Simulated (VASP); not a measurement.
Input of a VASP 6.6.1 run:

Contents of INCAR:

```
SYSTEM = Pd
PREC     = Accurate       ! precision mode
ENCUT    = 520            ! plane-wave cutoff, eV
EDIFF    = 1E-7           ! SCF threshold, eV
ISMEAR   = -1             ! smearing method
SIGMA    = 0.05           ! smearing width, eV
LREAL    = .False.        ! projectors in reciprocal space
LASPH    = .True.         ! aspherical terms in the spheres
NELM     = 150            ! most SCF steps
ALGO     = Normal         ! electronic algorithm
ISIF     = 2              ! what is computed and relaxed
LWAVE    = .False.        ! write WAVECAR
LCHARG   = .True.         ! write CHGCAR
ISPIN    = 2              ! spin polarisation
MAGMOM   = 0.6 0.6        ! initial moments
LORBIT   = 11             ! projections on sites
LMAXMIX  = 4              ! l up to which the mixer works
GGA      = PE             ! functional
LELF     = .True.         ! ELF
LVHAR    = .True.       
NBANDS   = 21             ! bands
```

Contents of KPOINTS:

```
Automatic mesh
0
Gamma
  14 14 7
  0 0 0
```

The input POSCAR:

```
Pd
1.0
    2.6368774808      0.0000000000      0.0000000000
   -1.3184387404      2.2836028851      0.0000000000
    0.0000000000      0.0000000000      4.3848033122
Pd
2
Direct
    0.6666666667      0.3333333333      0.7500000000
    0.3333333333      0.6666666667      0.2500000000
```

Potentials or basis: VASP PAW PBE potentials, release 64 (Pd).

Run with:

```sh
$ cat potpaw_PBE.64/Pd/POTCAR > POTCAR
$ mpirun -np 1 vasp_std > vasp.out
```

**Question.** What does it give for the net moment?

**Answer.** 0.00 μB per cell.

**Question.** Predict the pressure.

**Answer.** 38.3 GPa.

**Question.** What does it give for the band gap on the k mesh?

**Answer.** Zero (filled and empty bands overlap).

Stress tensor (GPa, compression positive):
```
37.99  0.00  0.00
 0.00 37.99  0.00
 0.00  0.00 38.80
```

Caveat: the cell stands under pressure.
